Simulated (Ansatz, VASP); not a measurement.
## Cs: VASP beside Ansatz

```
Cs
1.0
    10.50000    0.00000    0.00000
     0.00000   11.00000    0.00000
     0.00000    0.00000   11.50000
Cs
1
Cartesian
  5.2500 5.5500 5.7500
```

Alike in both runs: task single point; functional RPBE; k mesh 1 × 1 × 1; occupations gaussian, width 0.005 eV; collinear spin.

|  | VASP | Ansatz |
| --- | --- | --- |
| version | VASP 6.6.1 | Ansatz 0.2.0 |
| potentials or method | VASP PAW PBE potentials, release 64 (Cs_sv) | scalar-relativistic, plane waves, PAW |
| plane-wave cutoff (eV) | 400 | 420 |
| valence electrons in the cell | 9 | 9 |

```csv
,VASP,Ansatz,Ansatz less VASP
net moment per atom (μB),1.00,1.00,0.000
size of the moment on the site where the two differ most (μB),0.02,0.89,+0.873
```

VASP's potentials were made for PBE, not for RPBE. Site moments also hang on the region over which each program counts them.

Neither program's run includes spin-orbit coupling.
